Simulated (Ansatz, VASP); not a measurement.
Zr: VASP beside Ansatz

The input INCAR:

```
  PREC = Accurate
  ENCUT = 520
  EDIFF = 1E-6
  ISMEAR = -1
  SIGMA = 0.1
  LREAL = False
  LASPH = True
  NELM = 100
  ALGO = Normal
  ISIF = 2
  LWAVE = False
  LCHARG = False
  GGA = PS
  NBANDS = 12
```

File KPOINTS:

```
Automatic mesh
0
Gamma
  13 13 13
```

The input POSCAR:

```
Zr
1.0
    2.7102287698      0.0000000000      0.0000000000
    0.0000000000      2.7102287698      0.0000000000
    0.0000000000      0.0000000000      2.7102287698
Zr
1
Direct
    0.0000000000      0.0000000000      0.0000000000
```

Input for Ansatz:

```yaml
crystal:
  lattice:
    - [2.7102287698, 0.0, 0.0]
    - [0.0, 2.7102287698, 0.0]
    - [0.0, 0.0, 2.7102287698]
  atoms:
    - { symbol: Zr, position: [0.0, 0.0, 0.0] }
kpoints:
  mp_grid: { grid: [13, 13, 13] }
scf:
  occupations: { method: fermi_dirac, width: 0.1 }
  mixing: { algorithm: anderson, beta: 0.2, ndim: 2 }
  initial_density: { chi_scale: 0.1 }
hamiltonian:
  xc: pbesol
  pseudopotentials: { kind: paw }
output:
  forces: true
  stress: true
  eigenvalues: true
  populations: true
  write_density: true
  write_potential: true
  elf: true
  volumetric_format: npy
basis:
  ecutrho_ratio: 6
```

Alike in both runs: task single point; functional PBEsol; k mesh 13 × 13 × 13; occupations fermi-dirac, width 0.1 eV; no spin polarisation.

|  | VASP | Ansatz |
| --- | --- | --- |
| version | VASP 6.6.1 | Ansatz 0.2.0 |
| potentials or method | VASP PAW PBE potentials, release 64 (Zr_sv) | PAW with Ansatz's default frozen-core files, scalar-relativistic |
| plane-wave cutoff (eV) | 520 | 420 |
| valence electrons in the cell | 12 | 12 |

```csv
,VASP,Ansatz,Ansatz less VASP
gap on the k mesh at the Fermi level (eV),none,none,-
pressure (GPa),17.4,17.1,-0.26
```

VASP's potentials were made for PBE, not for PBEsol. A gap of «none» marks a metal or a gap that the smearing closes.
